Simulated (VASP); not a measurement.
# La (P6_3/mmc) in VASP: notebook

La is run at these levels: PBE; tasks: single point.

All numbers are computed with VASP 6.6.1; they aren't measurements. Logs are shortened: lines on timing, memory, paths and dates and some standing lists are left out, and cuts for length are marked.

**1. The cell of the first run**

The structure is hexagonal, space group P6_3/mmc (No. 194). The conventional cell has a = 3.773 Å, b = 3.773 Å, c = 12.113 Å, α = 90.00°, β = 90.00°, γ = 120.00°. Within 4.9 Å of La (site symmetry -3m) lie 12 La at 3.73 to 3.77 Å. La (site symmetry -6m2) has 12 La at 3.73 to 3.77 Å within 4.9 Å.

**2. Single point, PBE**

INCAR reads:

```
  PREC = Accurate
  ENCUT = 520
  EDIFF = 1E-6
  ISMEAR = -1
  SIGMA = 0.1
  LREAL = False
  LASPH = True
  NELM = 100
  ALGO = Normal
  ISIF = 2
  LWAVE = False
  LCHARG = False
  GGA = PE
  NBANDS = 30
```

KPOINTS reads:

```
Automatic mesh
0
Gamma
  10 10 3
```

POSCAR reads:

```
La
1.0
    3.7726980145      0.0000000000      0.0000000000
   -1.8863490072      3.2672523214      0.0000000000
    0.0000000000      0.0000000000     12.1127038589
La
4
Direct
    0.0000000000      0.0000000000      0.0000000000
    0.0000000000      1.0000000000      0.5000000000
    0.3333333333      0.6666666667      0.7500000000
    0.6666666667      0.3333333333      0.2500000000
```

Potentials or basis: VASP PAW PBE potentials, release 64 (La).

Command:

```sh
cat potpaw_PBE.64/La/POTCAR > POTCAR
mpirun -np 1 vasp_std > vasp.out
```

OUTCAR:

```text
PREC = Accurate
   ENCUT = 520
   EDIFF = 1E-6
   ISMEAR = -1
   LREAL = False
   LASPH = True
   NELM = 100
   ISIF = 2
   GGA = PE

 ion  position               nearest neighbor table
   1  0.000  0.000  0.000-
   2  0.000  0.000  0.500-
   3  0.333  0.667  0.750-
   4  0.667  0.333  0.250-

  LATTYP: Found a hexagonal cell.
 ALAT       =     3.7726980145
 C/A-ratio  =     3.2106211025

  Lattice vectors:

 A1 = (   3.7726980145,   0.0000000000,   0.0000000000)
 A2 = (  -1.8863490072,   3.2672523214,   0.0000000000)
 A3 = (   0.0000000000,   0.0000000000,  12.1127038589)

Analysis of symmetry for initial positions (statically):
=====================================================================
 Subroutine PRICEL returns:
 Original cell was already a primitive cell.

 Routine SETGRP: Setting up the symmetry group for a
 hexagonal supercell.

 Subroutine GETGRP returns: Found 24 space group operations
 (whereof 12 operations were pure point group operations)
 out of a pool of 24 trial point group operations.

The static configuration has the point symmetry D_3d.
 The point group associated with its full space group is D_6h.

Analysis of symmetry for dynamics (positions and initial velocities):
=====================================================================
 Subroutine PRICEL returns:
 Original cell was already a primitive cell.

 Routine SETGRP: Setting up the symmetry group for a
 hexagonal supercell.

 Subroutine GETGRP returns: Found 24 space group operations
 (whereof 12 operations were pure point group operations)
 out of a pool of 24 trial point group operations.

The dynamic configuration has the point symmetry D_3d.
 The point group associated with its full space group is D_6h.

 Subroutine INISYM returns: Found 24 space group operations
 (whereof 12 operations are pure point group operations),
 and found     1 'primitive' translations

----------------------------------------------------------------------------------------

                                     Primitive cell

  volume of cell :     149.3055

  direct lattice vectors                    reciprocal lattice vectors
     3.772698014  0.000000000  0.000000000     0.265062297  0.153033788  0.000000000
    -1.886349007  3.267252321  0.000000000     0.000000000  0.306067577  0.000000000
     0.000000000  0.000000000 12.112703859     0.000000000  0.000000000  0.082557950

  length of vectors
     3.772698014  3.772698015 12.112703859     0.306067577  0.306067577  0.082557950

  position of ions in fractional coordinates (direct lattice)
     0.000000000  0.000000000  0.000000000
     0.000000000  0.000000000  0.500000000
     0.333333333  0.666666667  0.750000000
     0.666666667  0.333333333  0.250000000

  ion indices of the primitive-cell ions
   primitive index   ion index
                 1           1
                 2           2
                 3           3
                 4           4

----------------------------------------------------------------------------------------

 KPOINTS: Automatic mesh

Automatic generation of k-mesh.
 Grid dimensions read from file:
 generate k-points for:   10   10    3

 Generating k-lattice:

  Cartesian coordinates                     Fractional coordinates (reciprocal lattice)
     0.026506230  0.015303379  0.000000000     0.100000000  0.000000000  0.000000000
     0.000000000  0.030606758  0.000000000     0.000000000  0.100000000  0.000000000
     0.000000000  0.000000000  0.027519317     0.000000000  0.000000000  0.333333333

  Length of vectors
     0.030606758  0.030606758  0.027519317

  Shift w.r.t. Gamma in fractional coordinates (k-lattice)
     0.000000000  0.000000000  0.000000000

 Subroutine IBZKPT returns following result:
 ===========================================

 Found     28 irreducible k-points:

 Following reciprocal coordinates:
            Coordinates               Weight
  0.000000  0.000000  0.000000      1.000000
  0.100000 -0.000000  0.000000      6.000000
  0.200000 -0.000000  0.000000      6.000000
  0.300000  0.000000  0.000000      6.000000
  0.400000  0.000000  0.000000      6.000000
  0.500000  0.000000  0.000000      3.000000
[... 16 lines left out ...]
  0.300000  0.100000  0.333333     24.000000
  0.400000  0.100000  0.333333     24.000000
 [... further k-points ...]
   k-points           NKPTS =     28   k-points in BZ     NKDIM =     28   number of bands    NBANDS=     30
   number of dos      NEDOS =    301   number of ions     NIONS =      4
   total plane-waves  NPLWV =  70560
   dimension x,y,z NGX =    28 NGY =   28 NGZ =   90
   dimension x,y,z NGXF=    56 NGYF=   56 NGZF=  180
   ions per type =               4
   NGX,Y,Z   is equivalent  to a cutoff of  12.34, 12.34, 12.35 a.u.
   NGXF,Y,Z  is equivalent  to a cutoff of  24.68, 24.68, 24.70 a.u.
 SYSTEM =  unknown system
   PREC   = accura    normal or accurate (medium, high low for compatibility)
   ISTART =      0    job   : 0-new  1-cont  2-samecut
   ICHARG =      2    charge: 1-file 2-atom 10-const
   ISPIN  =      1    spin polarized calculation?
   LNONCOLLINEAR =      F non collinear calculations
   LSORBIT =      F    spin-orbit coupling
   LASPH  =      T    aspherical Exc in radial PAW
   ENCUT  =  520.0 eV  38.22 Ry    6.18 a.u.   7.01  7.01 22.52*2*pi/ulx,y,z
   NELM   =    100;   NELMIN=  2; NELMDL= -5     # of ELM steps
   EDIFF  = 0.1E-05   stopping-criterion for ELM
   LREAL  =      F    real-space projection
   EDIFFG = 0.1E-04   stopping-criterion for IOM
   NSW    =      0    number of steps for IOM
   IBRION =     -1    ionic relax: 0-MD 1-quasi-New 2-CG
   NFREE  =      0    steps in history (QN), initial steepest desc. (CG)
   ISIF   =      2    stress and relaxation
   ISYM   =      2    0-nonsym 1-usesym 2-fastsym
   POTIM  = 0.5000    time-step for ionic-motion
   TEBEG  =    0.0;   TEEND  =   0.0 temperature during run
   PSTRESS=    0.0 pullay stress
   NELECT =      44.0000    total number of electrons
   NUPDOWN=      -1.0000    fix difference up-down
   EMIN   =  10.00;   EMAX   =-10.00  energy-range for DOS
   EFERMI =   0.00;   METHOD = LEGACY
   ISMEAR =    -1;   SIGMA  =   0.10  broadening in eV -4-tet -1-fermi 0-gaus
   EFERMI_NEDOS =   21; number of points for ismear=-14 and -15
   IALGO  =     38    algorithm
   IMIX   =      4    mixing-type and parameters
     AMIX     =   0.40;   BMIX     =  1.00
     AMIX_MAG =   1.60;   BMIX_MAG =  1.00
  volume/ion in A,a.u.               =      37.33       251.89
  Fermi-wavevector in a.u.,A,eV,Ry     =   1.089433  2.058729 16.148263  1.186864
  Thomas-Fermi vector in A             =   2.225636
   LORBIT       =      0    0 simple, 1 ext, 2 COOP (PROOUT), +10 PAW based schemes
   GGA     = PE    functional components
   LHFCALC =     F    Hartree Fock is set to
   AEXX    =    0.0000 exact exchange contribution
   IVDW    =     0    specifies the selected vdW correction
   LEPSILON=     F    determine dielectric tensor
   LRPA    =     F    only Hartree local field effects (RPA)
 non-spin polarized calculation
  energy-cutoff  :      520.00
  volume of cell :      149.31
 maximum number of plane-waves:      4039
 NGX is ok and might be reduce to    28
   NGX = 13   NGY = 13   NGZ = 45

 number of electron      43.9999999 magnetization

 Free energy of the ion-electron system (eV)
  ---------------------------------------------------
  ext. energy  EPLUGINS =         0.00000000
  ---------------------------------------------------
  free energy    TOTEN  =       -19.65121649 eV

  energy without entropy =      -19.43246983  energy(sigma->0) =      -19.54184316

 E-fermi :   7.8215     XC(G=0):  -9.5403

 val. band max:        7.8201698976   @ k =   0.2000   0.1000   0.0000
 cond. band min:       7.8222815820   @ k =   0.3000   0.3000   0.3333
 fundamental gap:      0.0021116844
 Fermi energy:         7.8215410335

 k-point     1 :       0.0000    0.0000    0.0000
  band No.  band energies     occupation
      1     -25.0542      2.00000
      2     -24.9543      2.00000
      3     -24.9527      2.00000
      4     -24.8494      2.00000
      5      -9.4444      2.00000
      6      -8.7882      2.00000
[... 22 lines left out ...]
     29       9.2405      0.00000
     30       9.3070      0.00000

 k-point     2 :       0.1000   -0.0000    0.0000
  band No.  band energies     occupation
      1     -25.0388      2.00000
      2     -24.9430      2.00000
      3     -24.9414      2.00000
      4     -24.8426      2.00000
      5      -9.4034      2.00000
      6      -8.8037      2.00000
[... 22 lines left out ...]
     29       9.3651      0.00000
     30       9.3890      0.00000

 k-point     3 :       0.2000   -0.0000    0.0000
  band No.  band energies     occupation
      1     -24.9969      2.00000
      2     -24.9132      2.00000
      3     -24.9115      2.00000
      4     -24.8255      2.00000
      5      -9.2890      2.00000
      6      -8.8920      2.00000
[... 22 lines left out ...]
     29       9.3092      0.00000
     30       9.4489      0.00000

 k-point     4 :       0.3000    0.0000    0.0000
  band No.  band energies     occupation
      1     -24.9412      2.00000
      2     -24.8759      2.00000
      3     -24.8741      2.00000
      4     -24.8076      2.00000
      5      -9.1667      2.00000
      6      -9.1047      2.00000
[... 616 lines left out ...]
     29       9.2984      0.00000
     30       9.4466      0.00000

 k-point    23 :       0.3000    0.1000    0.3333
  band No.  band energies     occupation
      1     -24.8997      2.00000
      2     -24.8805      2.00000
      3     -24.8273      2.00000
      4     -24.8077      2.00000
      5      -9.2111      2.00000
      6      -9.1371      2.00000
[... 22 lines left out ...]
     29       9.2133      0.00000
     30       9.3336      0.00000

 k-point    24 :       0.4000    0.1000    0.3333
  band No.  band energies     occupation
      1     -24.8621      2.00000
      2     -24.8498      2.00000
      3     -24.8158      2.00000
      4     -24.8034      2.00000
      5      -9.3142      2.00000
      6      -9.2852      2.00000
[... 22 lines left out ...]
     29       9.4854      0.00000
     30       9.5454      0.00000

 [... further k-points ...]

------------------------ aborting loop because EDIFF is reached ----------------------------------------

  FORCE on cell =-STRESS in cart. coord.  units (eV):
  Direction    XX          YY          ZZ          XY          YZ          ZX
  --------------------------------------------------------------------------------------
  -------------------------------------------------------------------------------------
  Total        0.0612759      0.0612759      0.0535854      0.0000000      0.0000000     -0.0000000
  in kB        0.6575430      0.6575430      0.5750180      0.0000000      0.0000000     -0.0000000
  external PRESSURE =       0.6300347 kB  Pullay stress =       0.0000000 kB

 VOLUME and BASIS-vectors are now :
 -----------------------------------------------------------------------------
  energy-cutoff  :      520.00
  volume of cell :      149.31
      direct lattice vectors                 reciprocal lattice vectors
     3.772698014  0.000000000  0.000000000     0.265062297  0.153033788  0.000000000
    -1.886349007  3.267252321  0.000000000     0.000000000  0.306067577  0.000000000
     0.000000000  0.000000000 12.112703859     0.000000000  0.000000000  0.082557950

 POSITION                                       TOTAL-FORCE (eV/Angst)
 -----------------------------------------------------------------------------------
      0.00000      0.00000      0.00000        -0.000000      0.000000     -0.000000
      0.00000      0.00000      6.05635        -0.000000      0.000000     -0.000000
     -0.00000      2.17817      9.08453         0.000000     -0.000000      0.000000
      1.88635      1.08908      3.02818         0.000000      0.000000     -0.000000
 -----------------------------------------------------------------------------------
    total drift:                               -0.000000     -0.000000      0.000000

  FREE ENERGIE OF THE ION-ELECTRON SYSTEM (eV)
  ---------------------------------------------------
  free  energy   TOTEN  =       -19.6512164902 eV

  energy  without entropy=      -19.4324698277  energy(sigma->0) =      -19.54184316
```

Run time: 2.4 min. Hardware: 1 thread of Intel Xeon Platinum 8488C (Sapphire Rapids), shared host; peak memory 0.3 GiB.

What came out:

* Free energy: -19.6512 eV
* Pressure: 0.1 GPa
* Band gap on the k mesh: zero (bands 22 and 23 overlap by 1.22 eV)

Levels at points of the mesh, in eV from the Fermi level:
```csv
k point,band 19,band 20,band 21,band 22,band 23,band 24,band 25,band 26
"(0.00, 0.00, 0.00)",-1.87,-1.74,0.51,0.63,1.25,1.25,1.29,1.31
"(0.50, 0.00, 0.00)",-1.53,-1.05,-0.65,-0.28,-0.19,0.44,0.93,1.18
```

Caveat: spin-orbit coupling is left out, which moves the levels of the heavy elements.

**3. Single point, PBE**

INCAR reads:

```
PREC = Accurate
ENCUT = 520
EDIFF = 1E-6
ISMEAR = -1
SIGMA = 0.01
LREAL = False
LASPH = True
NELM = 60
ALGO = Normal
ISIF = 2
LWAVE = False
LCHARG = False
GGA = PE
NBANDS = 30
```

KPOINTS is that of step 2.

POSCAR is that of step 2.

Potentials or basis: VASP PAW PBE potentials, release 64 (La).

Command:

```sh
cat potpaw_PBE.64/La/POTCAR > POTCAR
mpirun -np 1 vasp_std > vasp.out
```

It took 2.6 min on 1 thread of Intel Xeon Platinum 8488C (Sapphire Rapids), shared host; peak memory 0.3 GiB.

It converged, with:

- Free energy: -19.5409 eV
- Pressure: 0.0 GPa
- Band gap on the k mesh: zero (bands 22 and 23 overlap by 1.21 eV)

Stress tensor (GPa, compression positive):
```
 0.15  0.00  0.00
 0.00  0.15  0.00
 0.00  0.00 -0.16
```

Levels at points of the mesh, in eV from the Fermi level:
| k point | band 19 | band 20 | band 21 | band 22 | band 23 | band 24 | band 25 | band 26 |
| --- | --- | --- | --- | --- | --- | --- | --- | --- |
| (0.00, 0.00, 0.00) | -1.88 | -1.77 | 0.47 | 0.60 | 1.22 | 1.23 | 1.26 | 1.26 |
| (0.50, 0.00, 0.00) | -1.57 | -1.06 | -0.69 | -0.31 | -0.21 | 0.41 | 0.89 | 1.15 |

Caveat: spin-orbit coupling is left out, which moves the levels of the heavy elements.

**4. Single point, PBE**

INCAR reads:

```
PREC = Accurate
ENCUT = 520
EDIFF = 1E-7
ISMEAR = -1
SIGMA = 0.03
LREAL = False
LASPH = True
NELM = 100
ALGO = Normal
ISIF = 2
LWAVE = False
LCHARG = False
GGA = PE
NBANDS = 30
```

KPOINTS is that of step 3.

POSCAR is that of step 3.

Command:

```sh
cat potpaw_PBE.64/La/POTCAR > POTCAR
mpirun -np 1 vasp_std > vasp.out
```

Wall time 3 min (1 thread of Intel Xeon Platinum 8488C (Sapphire Rapids), shared host); peak memory 0.3 GiB.

The run converged. Its results:

| Property | Result |
| --- | --- |
| Free energy | -19.5507 eV |
| Pressure | 0.0 GPa |
| Band gap on the k mesh | zero (bands 22 and 23 overlap by 1.21 eV) |

Stress tensor (GPa, compression positive):
```
 0.11  0.00  0.00
 0.00  0.11  0.00
 0.00  0.00 -0.08
```

Levels at points of the mesh, in eV from the Fermi level:
```tsv
k point	band 20	band 21	band 22	band 23	band 24	band 25
(0.00, 0.00, 0.00)	-1.76	0.48	0.61	1.22	1.23	1.26
(0.50, 0.00, 0.00)	-1.06	-0.68	-0.30	-0.21	0.42	0.90
```

Caveat: spin-orbit coupling is left out, which moves the levels of the heavy elements.

(Continued in part 2 of 2.)

The gap in the log of VASP goes by the Fermi energy; the results here count the filled bands.